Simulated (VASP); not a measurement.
# BP (F-43m) in VASP: further runs, part 2 of 2

VASP 6.6.1.

### 3 Single point, PBEsol

INCAR

```
PREC = Accurate ; ENCUT = 520
EDIFF = 1E-6 ; ISMEAR = 0
SIGMA = 0.01 ; LREAL = False
LASPH = True ; NELM = 80
ALGO = Normal ; ISIF = 2
LWAVE = False ; LCHARG = False
GGA = PS ; NBANDS = 11
```

KPOINTS

```
Automatic mesh
0
Gamma
  6 6 6
```

POSCAR

```
BP
1.0
    0.0000000000      2.2683155501      2.2683155501
    2.2683155501      0.0000000000      2.2683155501
    2.2683155501      2.2683155501      0.0000000000
B P
1 1
Direct
    0.0000000000      0.0000000000      0.0000000000
    0.2500000000      0.2500000000      0.2500000000
```

Potentials or basis: VASP PAW PBE potentials, release 64 (B, P).

Started as:

```sh
cat potpaw_PBE.64/B/POTCAR potpaw_PBE.64/P/POTCAR > POTCAR
mpirun -np 1 vasp_std > vasp.out
```

OUTCAR:

```text
PREC = Accurate
   ENCUT = 520
   EDIFF = 1E-6
   ISMEAR = 0
   LREAL = False
   LASPH = True
   NELM = 80
   ISIF = 2
   GGA = PS

 ion  position               nearest neighbor table
   1  0.000  0.000  0.000-   2 1.96   2 1.96   2 1.96   2 1.96
   2  0.250  0.250  0.250-   1 1.96   1 1.96   1 1.96   1 1.96

  LATTYP: Found a face centered cubic cell.
 ALAT       =     4.5366311002

  Lattice vectors:

 A1 = (   0.0000000000,   2.2683155501,   2.2683155501)
 A2 = (   2.2683155501,   0.0000000000,   2.2683155501)
 A3 = (   2.2683155501,   2.2683155501,   0.0000000000)

Analysis of symmetry for initial positions (statically):
=====================================================================
 Subroutine PRICEL returns:
 Original cell was already a primitive cell.

 Routine SETGRP: Setting up the symmetry group for a
 face centered cubic supercell.

 Subroutine GETGRP returns: Found 24 space group operations
 (whereof 24 operations were pure point group operations)
 out of a pool of 48 trial point group operations.

The static configuration has the point symmetry T_d .

[... 160 lines left out ...]
      1      -8.0860      2.00000
      2       7.4227      2.00000
      3       7.4227      2.00000
      4       7.4227      2.00000
      5      10.7778      0.00000
      6      10.7778      0.00000
      7      10.7778      0.00000
      8      14.7789      0.00000
      9      18.6678      0.00000
     10      19.5428      0.00000
     11      19.5428      0.00000
[... 197 lines left out ...]
 k-point    16 :      -0.3333    0.5000    0.1667
  band No.  band energies     occupation
      1      -2.9976      2.00000
      2      -0.8116      2.00000
      3       2.0543      2.00000
      4       2.1750      2.00000
      5      11.1652      0.00000
      6      11.7623      0.00000
      7      16.5143      0.00000
      8      17.1434      0.00000
      9      20.3289      0.00000
     10      23.5867      0.00000
     11      23.8421      0.00000

------------------------ aborting loop because EDIFF is reached ----------------------------------------

  FORCE on cell =-STRESS in cart. coord.  units (eV):
  Direction    XX          YY          ZZ          XY          YZ          ZX
  --------------------------------------------------------------------------------------
  -------------------------------------------------------------------------------------
  Total       -0.2298951     -0.2298951     -0.2298951     -0.0000000     -0.0000000      0.0000000
  in kB      -15.7797435    -15.7797435    -15.7797435     -0.0000000     -0.0000000      0.0000000
  external PRESSURE =     -15.7797435 kB  Pullay stress =       0.0000000 kB

 VOLUME and BASIS-vectors are now :
 -----------------------------------------------------------------------------
  energy-cutoff  :      520.00
  volume of cell :       23.34
      direct lattice vectors                 reciprocal lattice vectors
     0.000000000  2.268315550  2.268315550    -0.220427885  0.220427885  0.220427885
     2.268315550  0.000000000  2.268315550     0.220427885 -0.220427885  0.220427885
     2.268315550  2.268315550  0.000000000     0.220427885  0.220427885 -0.220427885

 POSITION                                       TOTAL-FORCE (eV/Angst)
 -----------------------------------------------------------------------------------
      0.00000      0.00000      0.00000        -0.000000     -0.000000     -0.000000
      1.13416      1.13416      1.13416         0.000000      0.000000      0.000000
 -----------------------------------------------------------------------------------
    total drift:                                0.000000      0.000000      0.000000

  FREE ENERGIE OF THE ION-ELECTRON SYSTEM (eV)
  ---------------------------------------------------
  free  energy   TOTEN  =       -13.6543066476 eV

  energy  without entropy=      -13.6543066476  energy(sigma->0) =      -13.65430665
```

stdout:

```text
POSCAR found type information on POSCAR B P
 POSCAR found :  2 types and       2 ions
 scaLAPACK will be used
 -----------------------------------------------------------------------------
|                                                                             |
|                                                                             |
|     You enforced a specific xc type in the INCAR file but a different       |
|     I HOPE YOU KNOW WHAT YOU ARE DOING!                                     |
|                                                                             |
 -----------------------------------------------------------------------------

 LDA part: xc-table for (Slater+PW92), standard interpolation
 POSCAR, INCAR and KPOINTS ok, starting setup
 FFT: planning ... GRIDC
 FFT: planning ... GRID_SOFT
 FFT: planning ... GRID
 WAVECAR not read
 entering main loop
```

Run time: 4.5 s. Hardware: 1 thread of Intel Xeon 8259CL, shared host; peak memory 0.13 GiB.

What came out:

```
Free energy            : -13.6543 eV
Pressure               : -1.6 GPa
Band gap on the k mesh : 1.22 eV, indirect (least direct gap 3.36 eV)
```

Caveat: the PAW data sets were made with another functional, which shifts forces and pressure a little.

### 4 Single point, PBE

INCAR

```
SYSTEM = BP
ALGO = Normal
EDIFF = 1E-6
ENCUT = 520
GGA = PE
ISIF = 2
ISMEAR = 0
LASPH = .True.
LCHARG = .False.
LREAL = .False.
LWAVE = .False.
NBANDS = 11
NELM = 80
PREC = Accurate
SIGMA = 0.01
```

KPOINTS

```
k-points
0
Gamma
  6 6 6
  0 0 0
```

POSCAR is that of step 3.

Started as:

```sh
cat potpaw_PBE.64/B/POTCAR potpaw_PBE.64/P/POTCAR > POTCAR
mpirun -np 1 vasp_std > vasp.out
```

It took 5 s on 1 thread of Intel Xeon 8259CL, shared host; peak memory 0.13 GiB.

Results (log left out):

* Free energy: -12.9132 eV
* Pressure: 1.2 GPa
* Band gap on the k mesh: 1.33 eV, indirect (least direct gap 3.40 eV)

Levels at points of the mesh, in eV from the valence-band top:
```
           k point  band 2  band 3  band 4  band 5  band 6  band 7
(0.00, 0.00, 0.00)    0.00    0.00    0.00    3.40    3.40    3.40
(0.50, 0.00, 0.00)   -9.04   -1.76   -1.76    3.79    4.71    4.71
(0.50, 0.50, 0.00)   -8.59   -4.12   -4.12    1.33    1.66   12.13
```

A k mesh can miss the band edges. As with any semilocal functional, this PBE gap is likely too small.
